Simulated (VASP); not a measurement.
# Te2Mo in VASP: single point with LDA

Aim: the single point of Te2Mo with LDA.

All numbers are computed with VASP 6.6.1; they aren't measurements. Logs are shortened: lines on timing, memory, paths and dates and some standing lists are left out, and cuts for length are marked.

**1. The cell of the first run**

The cell holds a slab with vacuum, 3 atoms: a = 3.293 Å, b = 3.293 Å, c = 16.645 Å, α = 90.00°, β = 90.00°, γ = 120.00°.

**2. Single point, LDA**

Contents of INCAR:

```
SYSTEM = Te2Mo
PREC     = Accurate       ! precision mode
ENCUT    = 520            ! plane-wave cutoff, eV
EDIFF    = 1E-7           ! SCF threshold, eV
ISMEAR   = 0              ! smearing method
SIGMA    = 0.05           ! smearing width, eV
LREAL    = .False.        ! projectors in reciprocal space
LASPH    = .True.         ! aspherical terms in the spheres
NELM     = 100            ! most SCF steps
ALGO     = Normal         ! electronic algorithm
ISIF     = 2              ! what is computed and relaxed
LWAVE    = .False.        ! write WAVECAR
LCHARG   = .False.        ! write CHGCAR
NBANDS   = 20             ! bands
```

Contents of KPOINTS:

```
regular mesh
0
Gamma
  9 9 2
  0 0 0
```

Contents of POSCAR:

```
Te2Mo
1.0
    3.2933000000      0.0000000000      0.0000000000
   -1.6466500000      2.8520814623      0.0000000000
    0.0000000000      0.0000000000     16.6449000000
Te Mo
2 1
Direct
    0.3333333333      0.6666666667      0.8975436080
    0.3333333333      0.6666666667      0.1024563920
    0.0000000000      0.0000000000      0.0000000000
```

Potentials or basis: VASP PAW LDA potentials, release 64 (Te, Mo_sv).

Command:

```bash
cat potpaw_LDA.64/Te/POTCAR potpaw_LDA.64/Mo_sv/POTCAR > POTCAR
mpirun -np 1 vasp_std > vasp.out
```

OUTCAR:

```text
SYSTEM = Te2Mo
   PREC = Accurate
   ENCUT = 520
   EDIFF = 1E-7
   ISMEAR = 0
   LREAL = .False.
   LASPH = .True.
   NELM = 100
   ISIF = 2

 ion  position               nearest neighbor table
   1  0.333  0.667  0.898-   3 2.55   3 2.55   3 2.55   2 3.41
   2  0.333  0.667  0.102-   3 2.55   3 2.55   3 2.55   1 3.41
   3  0.000  0.000  0.000-   1 2.55   2 2.55   1 2.55   2 2.55   1 2.55   2 2.55

  LATTYP: Found a hexagonal cell.
 ALAT       =     3.2933000000
 C/A-ratio  =     5.0541705888

  Lattice vectors:

 A1 = (   3.2933000000,   0.0000000000,   0.0000000000)
 A2 = (  -1.6466500000,   2.8520814623,   0.0000000000)
 A3 = (   0.0000000000,   0.0000000000,  16.6449000000)

Analysis of symmetry for initial positions (statically):
=====================================================================
 Subroutine PRICEL returns:
 Original cell was already a primitive cell.

 Routine SETGRP: Setting up the symmetry group for a
 hexagonal supercell.

 Subroutine GETGRP returns: Found 12 space group operations
 (whereof 12 operations were pure point group operations)
 out of a pool of 24 trial point group operations.

The static configuration has the point symmetry D_3h.

Analysis of symmetry for dynamics (positions and initial velocities):
=====================================================================
 Subroutine PRICEL returns:
 Original cell was already a primitive cell.

 Routine SETGRP: Setting up the symmetry group for a
 hexagonal supercell.

 Subroutine GETGRP returns: Found 12 space group operations
 (whereof 12 operations were pure point group operations)
 out of a pool of 24 trial point group operations.

The dynamic configuration has the point symmetry D_3h.

 Subroutine INISYM returns: Found 12 space group operations
 (whereof 12 operations are pure point group operations),
 and found     1 'primitive' translations

----------------------------------------------------------------------------------------

                                     Primitive cell

  volume of cell :     156.3415

  direct lattice vectors                    reciprocal lattice vectors
     3.293300000  0.000000000  0.000000000     0.303646798  0.175310561  0.000000000
    -1.646650000  2.852081462  0.000000000     0.000000000  0.350621121  0.000000000
     0.000000000  0.000000000 16.644900000     0.000000000  0.000000000  0.060078462

  length of vectors
     3.293300000  3.293300000 16.644900000     0.350621121  0.350621121  0.060078462

  position of ions in fractional coordinates (direct lattice)
     0.333333333  0.666666667  0.897543608
     0.333333333  0.666666667  0.102456392
     0.000000000  0.000000000  0.000000000

  ion indices of the primitive-cell ions
   primitive index   ion index
                 1           1
                 2           2
                 3           3

----------------------------------------------------------------------------------------

 KPOINTS: regular mesh

Automatic generation of k-mesh.
 Grid dimensions read from file:
 generate k-points for:    9    9    2

 Generating k-lattice:

  Cartesian coordinates                     Fractional coordinates (reciprocal lattice)
     0.033738533  0.019478951  0.000000000     0.111111111 -0.000000000  0.000000000
     0.000000000  0.038957902  0.000000000     0.000000000  0.111111111  0.000000000
     0.000000000  0.000000000  0.030039231     0.000000000  0.000000000  0.500000000

  Length of vectors
     0.038957902  0.038957902  0.030039231

  Shift w.r.t. Gamma in fractional coordinates (k-lattice)
     0.000000000  0.000000000  0.000000000

 Subroutine IBZKPT returns following result:
 ===========================================

 Found     24 irreducible k-points:

 Following reciprocal coordinates:
            Coordinates               Weight
  0.000000  0.000000  0.000000      1.000000
  0.111111 -0.000000  0.000000      6.000000
  0.222222 -0.000000  0.000000      6.000000
  0.333333 -0.000000  0.000000      6.000000
  0.444444 -0.000000  0.000000      6.000000
  0.111111  0.111111  0.000000      6.000000
[... 16 lines left out ...]
  0.333333  0.222222  0.500000     12.000000
  0.333333  0.333333  0.500000      2.000000
   k-points           NKPTS =     24   k-points in BZ     NKDIM =     24   number of bands    NBANDS=     20
   number of dos      NEDOS =    301   number of ions     NIONS =      3
   total plane-waves  NPLWV =  72576
   dimension x,y,z NGX =    24 NGY =   24 NGZ =  126
   dimension x,y,z NGXF=    48 NGYF=   48 NGZF=  252
   ions per type =               2   1
   NGX,Y,Z   is equivalent  to a cutoff of  12.12, 12.12, 12.58 a.u.
   NGXF,Y,Z  is equivalent  to a cutoff of  24.23, 24.23, 25.17 a.u.
 SYSTEM =  Te2Mo
   PREC   = accura    normal or accurate (medium, high low for compatibility)
   ISTART =      0    job   : 0-new  1-cont  2-samecut
   ICHARG =      2    charge: 1-file 2-atom 10-const
   ISPIN  =      1    spin polarized calculation?
   LNONCOLLINEAR =      F non collinear calculations
   LSORBIT =      F    spin-orbit coupling
   LASPH  =      T    aspherical Exc in radial PAW
   ENCUT  =  520.0 eV  38.22 Ry    6.18 a.u.   6.12  6.12 30.95*2*pi/ulx,y,z
   NELM   =    100;   NELMIN=  2; NELMDL= -5     # of ELM steps
   EDIFF  = 0.1E-06   stopping-criterion for ELM
   LREAL  =      F    real-space projection
   EDIFFG = 0.1E-05   stopping-criterion for IOM
   NSW    =      0    number of steps for IOM
   IBRION =     -1    ionic relax: 0-MD 1-quasi-New 2-CG
   NFREE  =      0    steps in history (QN), initial steepest desc. (CG)
   ISIF   =      2    stress and relaxation
   ISYM   =      2    0-nonsym 1-usesym 2-fastsym
   POTIM  = 0.5000    time-step for ionic-motion
   TEBEG  =    0.0;   TEEND  =   0.0 temperature during run
   PSTRESS=    0.0 pullay stress
   NELECT =      26.0000    total number of electrons
   NUPDOWN=      -1.0000    fix difference up-down
   EMIN   =  10.00;   EMAX   =-10.00  energy-range for DOS
   EFERMI =   0.00;   METHOD = LEGACY
   ISMEAR =     0;   SIGMA  =   0.05  broadening in eV -4-tet -1-fermi 0-gaus
   EFERMI_NEDOS =   21; number of points for ismear=-14 and -15
   IALGO  =     38    algorithm
   IMIX   =      4    mixing-type and parameters
     AMIX     =   0.40;   BMIX     =  1.00
     AMIX_MAG =   1.60;   BMIX_MAG =  1.00
  volume/ion in A,a.u.               =      52.11       351.68
  Fermi-wavevector in a.u.,A,eV,Ry     =   0.900274  1.701270 11.027419  0.810492
  Thomas-Fermi vector in A             =   2.023211
   LORBIT       =      0    0 simple, 1 ext, 2 COOP (PROOUT), +10 PAW based schemes
   GGA     = CA    functional components
   LHFCALC =     F    Hartree Fock is set to
   AEXX    =    0.0000 exact exchange contribution
   IVDW    =     0    specifies the selected vdW correction
   LEPSILON=     F    determine dielectric tensor
   LRPA    =     F    only Hartree local field effects (RPA)
 non-spin polarized calculation
 Gauss-broadening in eV      SIGMA  =   0.05
  energy-cutoff  :      520.00
  volume of cell :      156.34
 maximum number of plane-waves:      4260
   NGX = 13   NGY = 13   NGZ = 61

 number of electron      26.0000004 magnetization

 Free energy of the ion-electron system (eV)
  ---------------------------------------------------
  ext. energy  EPLUGINS =         0.00000000
  ---------------------------------------------------
  free energy    TOTEN  =       -19.78666456 eV

  energy without entropy =      -19.78666456  energy(sigma->0) =      -19.78666456

 E-fermi :   1.2453     XC(G=0):  -5.3423

 val. band max:        1.0033820317   @ k =   0.4444  -0.0000   0.0000
 cond. band min:       2.4377157978   @ k =   0.3333   0.3333   0.5000
 fundamental gap:      1.4343337660
 Fermi energy:         1.2452946287

 k-point     1 :       0.0000    0.0000    0.0000
  band No.  band energies     occupation
      1     -59.0040      2.00000
      2     -33.5825      2.00000
      3     -33.2406      2.00000
      4     -33.2406      2.00000
      5     -12.8069      2.00000
      6     -11.4729      2.00000
[... 12 lines left out ...]
     19       5.8225      0.00000
     20       7.0510      0.00000

 k-point     2 :       0.1111   -0.0000    0.0000
  band No.  band energies     occupation
      1     -59.0007      2.00000
      2     -33.5734      2.00000
      3     -33.2765      2.00000
      4     -33.2485      2.00000
      5     -12.5799      2.00000
      6     -11.3304      2.00000
[... 12 lines left out ...]
     19       6.0729      0.00000
     20       7.2721      0.00000

 k-point     3 :       0.2222   -0.0000    0.0000
  band No.  band energies     occupation
      1     -58.9922      2.00000
      2     -33.5504      2.00000
      3     -33.3665      2.00000
      4     -33.2684      2.00000
      5     -11.9328      2.00000
      6     -10.9234      2.00000
[... 12 lines left out ...]
     19       6.7678      0.00000
     20       7.8095      0.00000

 k-point     4 :       0.3333   -0.0000    0.0000
  band No.  band energies     occupation
      1     -58.9826      2.00000
      2     -33.5240      2.00000
      3     -33.4670      2.00000
      4     -33.2910      2.00000
      5     -10.9897      2.00000
      6     -10.3399      2.00000
[... 12 lines left out ...]
     19       7.2851      0.00000
     20       7.6889      0.00000

 k-point     5 :       0.4444   -0.0000    0.0000
  band No.  band energies     occupation
      1     -58.9764      2.00000
      2     -33.5317      2.00000
      3     -33.5068      2.00000
      4     -33.3057      2.00000
      5     -10.1111      2.00000
      6      -9.8337      2.00000
[... 12 lines left out ...]
     19       7.2352      0.00000
     20       8.0966      0.00000
[... 353 lines left out ...]
      6      -9.6791      2.00000
[... 12 lines left out ...]
     19       8.2728      0.00000
     20       8.9571      0.00000

 k-point    22 :       0.2222    0.2222    0.5000
  band No.  band energies     occupation
      1     -58.9784      2.00000
      2     -33.5124      2.00000
      3     -33.4730      2.00000
      4     -33.3397      2.00000
      5     -10.4962      2.00000
      6     -10.0257      2.00000
[... 12 lines left out ...]
     19       8.1161      0.00000
     20       8.2249      0.00000

 k-point    23 :       0.3333    0.2222    0.5000
  band No.  band energies     occupation
      1     -58.9736      2.00000
      2     -33.4992      2.00000
      3     -33.4968      2.00000
      4     -33.3772      2.00000
      5      -9.7612      2.00000
      6      -9.5810      2.00000
[... 12 lines left out ...]
     19       7.9752      0.00000
     20       8.4575      0.00000

 k-point    24 :       0.3333    0.3333    0.5000
  band No.  band energies     occupation
      1     -58.9719      2.00000
      2     -33.4947      2.00000
      3     -33.4711      2.00000
      4     -33.4245      2.00000
      5      -9.4906      2.00000
      6      -9.4014      2.00000
[... 12 lines left out ...]
     19       6.7078      0.00000
     20       8.6788      0.00000

------------------------ aborting loop because EDIFF is reached ----------------------------------------

  FORCE on cell =-STRESS in cart. coord.  units (eV):
  Direction    XX          YY          ZZ          XY          YZ          ZX
  --------------------------------------------------------------------------------------
  -------------------------------------------------------------------------------------
  Total        8.7548225      8.7548225     10.3925613     -0.0000000      0.0000000      0.0000000
  in kB       89.7188125     89.7188125    106.5022458     -0.0000000      0.0000000      0.0000000
  external PRESSURE =      95.3132903 kB  Pullay stress =       0.0000000 kB

 VOLUME and BASIS-vectors are now :
 -----------------------------------------------------------------------------
  energy-cutoff  :      520.00
  volume of cell :      156.34
      direct lattice vectors                 reciprocal lattice vectors
     3.293300000  0.000000000  0.000000000     0.303646798  0.175310561  0.000000000
    -1.646650000  2.852081462  0.000000000     0.000000000  0.350621121  0.000000000
     0.000000000  0.000000000 16.644900000     0.000000000  0.000000000  0.060078462

 POSITION                                       TOTAL-FORCE (eV/Angst)
 -----------------------------------------------------------------------------------
     -0.00000      1.90139     14.93952         0.000000     -0.000000     -3.051144
     -0.00000      1.90139      1.70538         0.000000      0.000000      3.051144
      0.00000      0.00000      0.00000        -0.000000      0.000000      0.000000
 -----------------------------------------------------------------------------------
    total drift:                                0.000000     -0.000000     -0.000000

  FREE ENERGIE OF THE ION-ELECTRON SYSTEM (eV)
  ---------------------------------------------------
  free  energy   TOTEN  =       -19.7866645602 eV

  energy  without entropy=      -19.7866645602  energy(sigma->0) =      -19.78666456
```

It took 1.8 min on 1 thread of Intel Xeon 8259CL, shared host; peak memory 0.25 GiB.

What came out:

```yaml
Free_energy: -19.7867 eV
Largest_force: 3.051 eV/Å
Band_gap_on_the_k_mesh: 1.43 eV (least direct gap 1.57 eV)
```

Forces in eV/Å, atoms in the order of the input:
```
Te   0.000  0.000 -3.051
Te   0.000  0.000  3.051
Mo   0.000  0.000  0.000
```

Caveat: there is no dipole correction, which matters where the two faces differ; spin-orbit coupling is left out, which moves the levels of the heavy elements.
